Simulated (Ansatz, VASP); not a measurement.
## GeSb4Te4: VASP beside Ansatz

Contents of INCAR:

```
SYSTEM = GeSb4Te4
PREC = Accurate
ENCUT = 520
EDIFF = 1E-6
ISMEAR = 0
SIGMA = 0.15
LREAL = .FALSE.
LASPH = .TRUE.
NELM = 80
ALGO = Normal
ISIF = 2
LWAVE = .FALSE.
LCHARG = .FALSE.
GGA = PS
NBANDS = 39
```

File KPOINTS:

```
Automatic mesh
0
G
  12 12 4
  0 0 0
```

File POSCAR:

```
GeSb4Te4
1.0
    4.2666100355      0.0000000000      0.0000000000
   -2.1333050177      3.6949926788      0.0000000000
    0.0000000000      0.0000000000     18.3672431860
Ge Sb Te
1 4 4
Direct
    0.0000000000      0.0000000000      0.0000000000
    0.3333333333      0.6666666667      0.5458633036
    0.6666666667      0.3333333333      0.4541366964
    0.6666666667      0.3333333333      0.7873570402
    0.3333333333      0.6666666667      0.2126429598
    0.3333333333      0.6666666667      0.9032211307
    0.6666666667      0.3333333333      0.0967788693
    0.0000000000      0.0000000000      0.6867444281
    0.0000000000      0.0000000000      0.3132555719
```

Input for Ansatz:

```yaml
crystal:
  lattice:
    - [4.2666100355, 0.0, 0.0]
    - [-2.1333050177, 3.6949926788, 0.0]
    - [0.0, 0.0, 18.367243186]
  atoms:
    - { symbol: Ge, position: [0.0, 0.0, 0.0] }
    - { symbol: Sb, position: [0.3333333333, 0.6666666667, 0.5458633036] }
    - { symbol: Sb, position: [0.6666666667, 0.3333333333, 0.4541366964] }
    - { symbol: Sb, position: [0.6666666667, 0.3333333333, 0.7873570402] }
    - { symbol: Sb, position: [0.3333333333, 0.6666666667, 0.2126429598] }
    - { symbol: Te, position: [0.3333333333, 0.6666666667, 0.9032211307] }
    - { symbol: Te, position: [0.6666666667, 0.3333333333, 0.0967788693] }
    - { symbol: Te, position: [0.0, 0.0, 0.6867444281] }
    - { symbol: Te, position: [0.0, 0.0, 0.3132555719] }
basis:
  ecutwfc: 420
kpoints:
  mp_grid: { grid: [12, 12, 4] }
hamiltonian:
  xc: pbesol
scf:
  occupations: { method: gaussian, width: 0.15 }
output:
  forces: true
  stress: true
  eigenvalues: true
```

Change from the starting cell: strain +0.000 along x and y, +0.080 along z, atoms carried along.

Alike in both runs: task single point; functional PBEsol; k mesh 12 × 12 × 4; occupations gaussian, width 0.15 eV; no spin polarisation.

|  | VASP | Ansatz |
| --- | --- | --- |
| version | VASP 6.6.1 | Ansatz 0.2.0 |
| potentials or method | VASP PAW PBE potentials, release 64 (Ge_d, Sb, Te), cutoff 520 eV | scalar-relativistic, plane waves, PAW |
| valence electrons in the cell | 58 | 138 |

VASP gave:

```
gap on the k mesh at the Fermi level (eV)                     : none
pressure (GPa)                                                : -3.7
traceless stress, the component that is largest in VASP (GPa) : -1.89
rms of the force components (eV/Å)                            : 0.239
```

Q: What did Ansatz give for the same quantities?

A: gap on the k mesh at the Fermi level (eV): none; pressure (GPa): -3.8; traceless stress, the component that is largest in VASP (GPa): -1.90; rms of the force components (eV/Å): 0.255.

VASP's potentials were made for PBE, not for PBEsol. Atom by atom the forces differ by 0.016 eV/Å (rms over components). A gap of «none» marks a metal or a gap that the smearing closes. The functional is the same, so the differences come from potentials, cutoffs and numerics. VASP's potentials hold 58 valence electrons a cell and Ansatz's 138, so a difference there can come from the potentials and not from the codes.

Spin-orbit coupling is off throughout.
